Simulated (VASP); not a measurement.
# SnO2 (rutile type) (P4_2/mnm) in VASP: further runs

The runs below take SnO2 (rutile type) through single point, with PBE.

Program: VASP 6.6.1. These are calculated values, not measurements. Logs are shortened: lines on timing, memory, paths and dates and some standing lists are left out, and cuts for length are marked.

## 1. The cell of the first run

It takes space group P4_2/mnm (No. 136, tetragonal). Conventional cell: a = 4.582 Å, b = 4.582 Å, c = 3.163 Å, α = 90.00°, β = 90.00°, γ = 90.00°. Within 2.6 Å of Sn (site symmetry mmm) lie 6 O at 1.98 to 2.02 Å. Within 2.6 Å of O (site symmetry m2m) lie 3 Sn at 1.98 to 2.02 Å and 1 O at 2.52 Å.

## 2. Single point, PBE

File INCAR:

```
SYSTEM = SnO2
  PREC = Accurate
  ENCUT = 520
  EDIFF = 1E-7
  ISMEAR = -1
  SIGMA = 0.05
  LREAL = .False.
  LASPH = .True.
  NELM = 80
  ALGO = Normal
  ISIF = 2
  LWAVE = .False.
  LCHARG = .True.
  GGA = PE
  LELF = .True.
  LVHAR = .True.
  NBANDS = 35
```

File KPOINTS:

```
regular mesh
0
Gamma
  8 8 11
  0 0 0
```

File POSCAR:

```
SnO2
1.0
    4.5820095151      0.0000000000      0.0000000000
    0.0000000000      4.5820095151      0.0000000000
    0.0000000000      0.0000000000      3.1626012543
Sn O
2 4
Direct
    0.0000000000      0.0000000000      0.0000000000
    0.5000000000      0.5000000000      0.5000000000
    0.3052616229      0.3052616229      0.0000000000
    0.6947383771      0.6947383771      0.0000000000
    0.8052616229      0.1947383771      0.5000000000
    0.1947383771      0.8052616229      0.5000000000
```

Potentials or basis: VASP PAW PBE potentials, release 64 (Sn_d, O).

Command:

```
$ cat potpaw_PBE.64/Sn_d/POTCAR potpaw_PBE.64/O/POTCAR > POTCAR
$ mpirun -np 1 vasp_std > vasp.out
```

OUTCAR:

```text
SYSTEM = SnO2
   PREC = Accurate
   ENCUT = 520
   EDIFF = 1E-7
   ISMEAR = -1
   LREAL = .False.
   LASPH = .True.
   NELM = 80
   ISIF = 2
   GGA = PE

 ion  position               nearest neighbor table
   1  0.000  0.000  0.000-   3 1.98   4 1.98   5 2.02   6 2.02   5 2.02   6 2.02   2 3.61   2 3.61
                             2 3.61   2 3.61   2 3.61   2 3.61   2 3.61   2 3.61
   2  0.500  0.500  0.500-   5 1.98   6 1.98   3 2.02   4 2.02   3 2.02   4 2.02   1 3.61   1 3.61
                             1 3.61   1 3.61   1 3.61   1 3.61   1 3.61   1 3.61
   3  0.305  0.305  0.000-   1 1.98   2 2.02   2 2.02
   4  0.695  0.695  0.000-   1 1.98   2 2.02   2 2.02
   5  0.805  0.195  0.500-   2 1.98   1 2.02   1 2.02
   6  0.195  0.805  0.500-   2 1.98   1 2.02   1 2.02

  LATTYP: Found a simple tetragonal cell.
 ALAT       =     4.5820095151
 C/A-ratio  =     0.6902214506

  Lattice vectors:

 A1 = (   4.5820095151,   0.0000000000,   0.0000000000)
 A2 = (   0.0000000000,   4.5820095151,   0.0000000000)
 A3 = (   0.0000000000,   0.0000000000,   3.1626012543)

Analysis of symmetry for initial positions (statically):
=====================================================================
 Subroutine PRICEL returns:
 Original cell was already a primitive cell.

 Routine SETGRP: Setting up the symmetry group for a
 simple tetragonal supercell.

 Subroutine GETGRP returns: Found 16 space group operations
 (whereof  8 operations were pure point group operations)
 out of a pool of 16 trial point group operations.

The static configuration has the point symmetry D_2h.
 The point group associated with its full space group is D_4h.

Analysis of symmetry for dynamics (positions and initial velocities):
=====================================================================
 Subroutine PRICEL returns:
 Original cell was already a primitive cell.

 Routine SETGRP: Setting up the symmetry group for a
 simple tetragonal supercell.

 Subroutine GETGRP returns: Found 16 space group operations
 (whereof  8 operations were pure point group operations)
 out of a pool of 16 trial point group operations.

The dynamic configuration has the point symmetry D_2h.
 The point group associated with its full space group is D_4h.

 Subroutine INISYM returns: Found 16 space group operations
 (whereof  8 operations are pure point group operations),
 and found     1 'primitive' translations

----------------------------------------------------------------------------------------

                                     Primitive cell

  volume of cell :      66.3982

  direct lattice vectors                    reciprocal lattice vectors
     4.582009515  0.000000000  0.000000000     0.218244855  0.000000000  0.000000000
     0.000000000  4.582009515  0.000000000     0.000000000  0.218244855  0.000000000
     0.000000000  0.000000000  3.162601254     0.000000000  0.000000000  0.316195410

  length of vectors
     4.582009515  4.582009515  3.162601254     0.218244855  0.218244855  0.316195410

  position of ions in fractional coordinates (direct lattice)
     0.000000000  0.000000000  0.000000000
     0.500000000  0.500000000  0.500000000
     0.305261623  0.305261623  0.000000000
     0.694738377  0.694738377  0.000000000
     0.805261623  0.194738377  0.500000000
     0.194738377  0.805261623  0.500000000

  ion indices of the primitive-cell ions
   primitive index   ion index
                 1           1
                 2           2
                 3           3
                 4           4
                 5           5
                 6           6

----------------------------------------------------------------------------------------

 KPOINTS: regular mesh

Automatic generation of k-mesh.
 Grid dimensions read from file:
 generate k-points for:    8    8   11

 Generating k-lattice:

  Cartesian coordinates                     Fractional coordinates (reciprocal lattice)
     0.027280607  0.000000000  0.000000000     0.125000000  0.000000000  0.000000000
     0.000000000  0.027280607  0.000000000     0.000000000  0.125000000  0.000000000
     0.000000000  0.000000000  0.028745037     0.000000000  0.000000000  0.090909091

  Length of vectors
     0.027280607  0.027280607  0.028745037

  Shift w.r.t. Gamma in fractional coordinates (k-lattice)
     0.000000000  0.000000000  0.000000000

 Subroutine IBZKPT returns following result:
 ===========================================

 Found     90 irreducible k-points:

 Following reciprocal coordinates:
            Coordinates               Weight
  0.000000  0.000000  0.000000      1.000000
  0.125000  0.000000  0.000000      4.000000
  0.250000  0.000000  0.000000      4.000000
  0.375000  0.000000  0.000000      4.000000
  0.500000  0.000000  0.000000      2.000000
  0.125000  0.125000  0.000000      4.000000
[... 16 lines left out ...]
  0.375000  0.125000  0.090909     16.000000
  0.500000  0.125000  0.090909      8.000000
 [... further k-points ...]
   k-points           NKPTS =     90   k-points in BZ     NKDIM =     90   number of bands    NBANDS=     35
   number of dos      NEDOS =    301   number of ions     NIONS =      6
   total plane-waves  NPLWV =  31104
   dimension x,y,z NGX =    36 NGY =   36 NGZ =   24
   dimension x,y,z NGXF=    72 NGYF=   72 NGZF=   48
   ions per type =               2   4
   NGX,Y,Z   is equivalent  to a cutoff of  13.06, 13.06, 12.62 a.u.
   NGXF,Y,Z  is equivalent  to a cutoff of  26.12, 26.12, 25.23 a.u.
 SYSTEM =  SnO2
   PREC   = accura    normal or accurate (medium, high low for compatibility)
   ISTART =      0    job   : 0-new  1-cont  2-samecut
   ICHARG =      2    charge: 1-file 2-atom 10-const
   ISPIN  =      1    spin polarized calculation?
   LNONCOLLINEAR =      F non collinear calculations
   LSORBIT =      F    spin-orbit coupling
   LASPH  =      T    aspherical Exc in radial PAW
   ENCUT  =  520.0 eV  38.22 Ry    6.18 a.u.   8.52  8.52  5.88*2*pi/ulx,y,z
   NELM   =     80;   NELMIN=  2; NELMDL= -5     # of ELM steps
   EDIFF  = 0.1E-06   stopping-criterion for ELM
   LREAL  =      F    real-space projection
   EDIFFG = 0.1E-05   stopping-criterion for IOM
   NSW    =      0    number of steps for IOM
   IBRION =     -1    ionic relax: 0-MD 1-quasi-New 2-CG
   NFREE  =      0    steps in history (QN), initial steepest desc. (CG)
   ISIF   =      2    stress and relaxation
   ISYM   =      2    0-nonsym 1-usesym 2-fastsym
   POTIM  = 0.5000    time-step for ionic-motion
   TEBEG  =    0.0;   TEEND  =   0.0 temperature during run
   PSTRESS=    0.0 pullay stress
   NELECT =      52.0000    total number of electrons
   NUPDOWN=      -1.0000    fix difference up-down
   EMIN   =  10.00;   EMAX   =-10.00  energy-range for DOS
   EFERMI =   0.00;   METHOD = LEGACY
   ISMEAR =    -1;   SIGMA  =   0.05  broadening in eV -4-tet -1-fermi 0-gaus
   EFERMI_NEDOS =   21; number of points for ismear=-14 and -15
   IALGO  =     38    algorithm
   IMIX   =      4    mixing-type and parameters
     AMIX     =   0.40;   BMIX     =  1.00
     AMIX_MAG =   1.60;   BMIX_MAG =  1.00
  volume/ion in A,a.u.               =      11.07        74.68
  Fermi-wavevector in a.u.,A,eV,Ry     =   1.509004  2.851605 30.981744  2.277094
  Thomas-Fermi vector in A             =   2.619384
   LORBIT       =      0    0 simple, 1 ext, 2 COOP (PROOUT), +10 PAW based schemes
   GGA     = PE    functional components
   LHFCALC =     F    Hartree Fock is set to
   AEXX    =    0.0000 exact exchange contribution
   IVDW    =     0    specifies the selected vdW correction
   LEPSILON=     F    determine dielectric tensor
   LRPA    =     F    only Hartree local field effects (RPA)
 non-spin polarized calculation
  energy-cutoff  :      520.00
  volume of cell :       66.40
 maximum number of plane-waves:      1804
 NGX is ok and might be reduce to    36

 number of electron      52.0000019 magnetization

 Free energy of the ion-electron system (eV)
  ---------------------------------------------------
  ext. energy  EPLUGINS =         0.00000000
  ---------------------------------------------------
  free energy    TOTEN  =       -36.51344859 eV

  energy without entropy =      -36.51344859  energy(sigma->0) =      -36.51344859

 E-fermi :   8.0674     XC(G=0): -11.6737

 val. band max:        7.0535749242   @ k =   0.0000   0.0000   0.0000
 cond. band min:       9.1295187404   @ k =   0.0000   0.0000   0.0000
 fundamental gap:      2.0759438162
 Fermi energy:         8.0673743127

 k-point     1 :       0.0000    0.0000    0.0000
  band No.  band energies     occupation
      1     -14.1995      2.00000
      2     -13.2021      2.00000
      3     -12.8703      2.00000
      4     -12.8282      2.00000
      5     -12.8027      2.00000
      6     -12.8027      2.00000
[... 27 lines left out ...]
     34      20.3756      0.00000
     35      20.3897      0.00000

 k-point     2 :       0.1250    0.0000    0.0000
  band No.  band energies     occupation
      1     -14.1698      2.00000
      2     -13.2170      2.00000
      3     -12.9079      2.00000
      4     -12.8304      2.00000
      5     -12.8010      2.00000
      6     -12.8009      2.00000
[... 27 lines left out ...]
     34      20.3480      0.00000
     35      20.4158      0.00000

 k-point     3 :       0.2500    0.0000    0.0000
  band No.  band energies     occupation
      1     -14.0812      2.00000
      2     -13.3216      2.00000
      3     -12.9392      2.00000
      4     -12.8377      2.00000
      5     -12.7968      2.00000
      6     -12.7964      2.00000
[... 27 lines left out ...]
     34      20.2048      0.00000
     35      20.2658      0.00000
[... 723 lines left out ...]
 k-point    23 :       0.3750    0.1250    0.0909
  band No.  band energies     occupation
      1     -13.9126      2.00000
      2     -13.5542      2.00000
      3     -12.9909      2.00000
      4     -12.9400      2.00000
      5     -12.7802      2.00000
      6     -12.7520      2.00000
[... 27 lines left out ...]
     34      19.8784      0.00000
     35      20.1011      0.00000

 k-point    24 :       0.5000    0.1250    0.0909
  band No.  band energies     occupation
      1     -13.7493      2.00000
      2     -13.7493      2.00000
      3     -12.9631      2.00000
      4     -12.9631      2.00000
      5     -12.7627      2.00000
      6     -12.7627      2.00000
[... 27 lines left out ...]
     34      19.9559      0.00000
     35      20.4066      0.00000

 [... further k-points ...]

------------------------ aborting loop because EDIFF is reached ----------------------------------------

  FORCE on cell =-STRESS in cart. coord.  units (eV):
  Direction    XX          YY          ZZ          XY          YZ          ZX
  --------------------------------------------------------------------------------------
  -------------------------------------------------------------------------------------
  Total       12.7444721     12.7444721     12.8982949      0.0000000      0.0000000      0.0000000
  in kB      307.5218792    307.5218792    311.2335973      0.0000000      0.0000000      0.0000000
  external PRESSURE =     308.7591186 kB  Pullay stress =       0.0000000 kB

 VOLUME and BASIS-vectors are now :
 -----------------------------------------------------------------------------
  energy-cutoff  :      520.00
  volume of cell :       66.40
      direct lattice vectors                 reciprocal lattice vectors
     4.582009515  0.000000000  0.000000000     0.218244855  0.000000000  0.000000000
     0.000000000  4.582009515  0.000000000     0.000000000  0.218244855  0.000000000
     0.000000000  0.000000000  3.162601254     0.000000000  0.000000000  0.316195410

 POSITION                                       TOTAL-FORCE (eV/Angst)
 -----------------------------------------------------------------------------------
      0.00000      0.00000      0.00000         0.000000     -0.000000     -0.000000
      2.29100      2.29100      1.58130         0.000000     -0.000000     -0.000000
      1.39871      1.39871      0.00000        -0.010305     -0.010305      0.000000
      3.18330      3.18330      0.00000         0.010305      0.010305     -0.000000
      3.68972      0.89229      1.58130        -0.010305      0.010305     -0.000000
      0.89229      3.68972      1.58130         0.010305     -0.010305     -0.000000
 -----------------------------------------------------------------------------------
    total drift:                                0.000000      0.000000     -0.000000

  FREE ENERGIE OF THE ION-ELECTRON SYSTEM (eV)
  ---------------------------------------------------
  free  energy   TOTEN  =       -36.5134485928 eV

  energy  without entropy=      -36.5134485928  energy(sigma->0) =      -36.51344859
```

Run time: 67 s. Hardware: 1 thread of Intel Xeon 6975P-C (Granite Rapids), shared host; peak memory 0.28 GiB.

What came out:

| Quantity | Value |
| --- | --- |
| Free energy | -36.5134 eV |
| Pressure | 30.9 GPa |
| Largest force | 0.015 eV/Å |
| Band gap on the k mesh | 2.08 eV, direct |

Forces on the atoms (eV/Å):
```
Sn   0.000  0.000  0.000
Sn   0.000  0.000  0.000
O   -0.010 -0.010  0.000
O    0.010  0.010  0.000
O   -0.010  0.010  0.000
O    0.010 -0.010  0.000
```

Stress tensor (GPa, compression positive):
```
30.75  0.00  0.00
 0.00 30.75  0.00
 0.00  0.00 31.12
```

Caveat: spin-orbit coupling is left out, which moves the levels of the heavy elements. A k mesh can miss the band edges.

## 3. Single point, PBE

File INCAR:

```
ALGO = Normal ; EDIFF = 1E-6
ENCUT = 520 ; GGA = PE
ISIF = 2 ; ISMEAR = -1
LASPH = True ; LCHARG = False
LREAL = False ; LWAVE = False
NBANDS = 35 ; NELM = 80
PREC = Accurate ; SIGMA = 0.05
```

File KPOINTS:

```
k-points
0
Gamma
  8 8 11
```

POSCAR is that of step 2.

Potentials or basis: VASP PAW PBE potentials, release 64 (Sn_d, O).

Command:

```
$ cat potpaw_PBE.64/Sn_d/POTCAR potpaw_PBE.64/O/POTCAR > POTCAR
$ mpirun -np 1 vasp_std > vasp.out
```

It took 58 s on 1 thread of Intel Xeon 6975P-C (Granite Rapids), shared host; peak memory 0.28 GiB.

It converged, with:

| Property | Result |
| --- | --- |
| Free energy | -36.5134 eV |
| Pressure | 30.8 GPa |
| Largest force | 0.014 eV/Å |
| Band gap on the k mesh | 2.08 eV, direct |

Forces on the atoms (eV/Å):
```
Sn   0.000  0.000  0.000
Sn   0.000  0.000  0.000
O   -0.010 -0.010  0.000
O    0.010  0.010  0.000
O   -0.010  0.010  0.000
O    0.010 -0.010  0.000
```

Stress tensor (GPa, compression positive):
```
30.70  0.00  0.00
 0.00 30.70  0.00
 0.00  0.00 31.07
```

Levels at points of the mesh, in eV from the valence-band top:
```tsv
k point	band 22	band 23	band 24	band 25	band 26	band 27	band 28	band 29	band 30	band 31
(0.00, 0.00, 0.00)	-1.24	-1.24	-0.81	-0.81	0.00	2.08	6.56	6.56	6.66	10.89
(0.50, 0.00, 0.00)	-2.06	-1.20	-1.20	-0.64	-0.64	5.26	5.26	7.38	7.38	12.02
(0.50, 0.50, 0.00)	-2.19	-1.34	-1.34	-0.92	-0.92	5.67	5.67	8.00	8.00	11.94
```

Caveat: spin-orbit coupling is left out, which moves the levels of the heavy elements.

## 4. Single point, PBE

This run uses another cell than the first one, of 11.82 Å³/atom, 1.068 times its volume.

File INCAR:

```
SYSTEM = SnO2
ALGO = Normal
EDIFF = 1E-6
ENCUT = 520
GGA = PE
ISIF = 2
ISMEAR = -1
LASPH = .TRUE.
LCHARG = .FALSE.
LREAL = .FALSE.
LWAVE = .FALSE.
NBANDS = 35
NELM = 80
PREC = Accurate
SIGMA = 0.05
```

File KPOINTS:

```
k-points
0
G
  8 8 11
  0 0 0
```

File POSCAR:

```
SnO2
1.0
    4.7057230390      0.0000000000      0.0000000000
    0.0000000000      4.7057230390      0.0000000000
    0.0000000000      0.0000000000      3.2029404808
Sn O
2 4
Direct
    0.0000000000      0.0000000000      0.0000000000
    0.5000000000      0.5000000000      0.5000000000
    0.3056048345      0.3056048345      0.0000000000
    0.6943951655      0.6943951655      0.0000000000
    0.8056048345      0.1943951655      0.5000000000
    0.1943951655      0.8056048345      0.5000000000
```

Command:

```
$ cat potpaw_PBE.64/Sn_d/POTCAR potpaw_PBE.64/O/POTCAR > POTCAR
$ mpirun -np 1 vasp_std > vasp.out
```

It took 70 s on 1 thread of Intel Xeon 6975P-C (Granite Rapids), shared host; peak memory 0.29 GiB.

It converged, with:

- Free energy: -37.1243 eV
- Pressure: 13.0 GPa
- Largest force: 0.013 eV/Å
- Band gap on the k mesh: 1.30 eV, direct

Forces on the atoms (eV/Å):
```
Sn   0.000  0.000  0.000
Sn   0.000  0.000  0.000
O   -0.009 -0.009  0.000
O    0.009  0.009  0.000
O   -0.009  0.009  0.000
O    0.009 -0.009  0.000
```

Stress tensor (GPa, compression positive):
```
12.93  0.00  0.00
 0.00 12.93  0.00
 0.00  0.00 13.23
```

Levels at points of the mesh, in eV from the valence-band top:
```tsv
k point	band 23	band 24	band 25	band 26	band 27	band 28	band 29	band 30
(0.00, 0.00, 0.00)	-1.26	-0.78	-0.78	0.00	1.30	6.17	6.29	6.29
(0.50, 0.00, 0.00)	-1.21	-1.21	-0.62	-0.62	4.52	4.52	7.08	7.08
(0.50, 0.50, 0.00)	-1.34	-1.34	-0.89	-0.89	4.93	4.93	7.55	7.55
```

Caveat: spin-orbit coupling is left out, which moves the levels of the heavy elements. A k mesh can miss the band edges.
